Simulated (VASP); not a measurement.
Input of a VASP 6.6.1 run:

Contents of INCAR:

```
SYSTEM = Sr
  ALGO = Normal
  EDIFF = 1E-6
  EDIFFG = -0.03
  ENCUT = 600
  GGA = PS
  IBRION = 2
  ISIF = 8
  ISMEAR = -1
  LASPH = .True.
  LCHARG = .False.
  LREAL = .False.
  LWAVE = .False.
  NELM = 80
  NSW = 80
  PREC = Accurate
  SIGMA = 0.1
```

The input KPOINTS:

```
k-points
0
Gamma
  6 6 6
  0 0 0
```

Contents of POSCAR:

```
Sr
1.0
    0.0000000000      3.0423500000      3.0423500000
    3.0423500000      0.0000000000      3.0423500000
    3.0423500000      3.0423500000      0.0000000000
Sr
1
Direct
    0.0000000000      0.0000000000      0.0000000000
```

Potentials or basis: VASP PAW PBE potentials, release 64 (Sr_sv).

The run is started by

```bash
$ cat potpaw_PBE.64/Sr_sv/POTCAR > POTCAR
$ mpirun -np 1 vasp_std > vasp.out
```

Estimate the space group after relaxing (to 0.05 Å).

Fm-3m (No. 225).

Estimate the band gap on the k mesh.

0.04 eV, direct.

Predict the relaxed cell.

a = 4.197 Å, b = 4.197 Å, c = 4.197 Å, α = 60.00°, β = 60.00°, γ = 60.00°.

Final structure:
```cif
data_structure
_symmetry_space_group_name_H-M 'P 1'
_symmetry_Int_Tables_number 1
_cell_length_a 4.1970
_cell_length_b 4.1970
_cell_length_c 4.1970
_cell_angle_alpha 60.000
_cell_angle_beta 60.000
_cell_angle_gamma 60.000
_cell_volume 52.28
loop_
_atom_site_label
_atom_site_type_symbol
_atom_site_fract_x
_atom_site_fract_y
_atom_site_fract_z
_atom_site_occupancy
Sr1 Sr 0.00000 0.00000 0.00000 1
```

 A k mesh can miss the band edges.
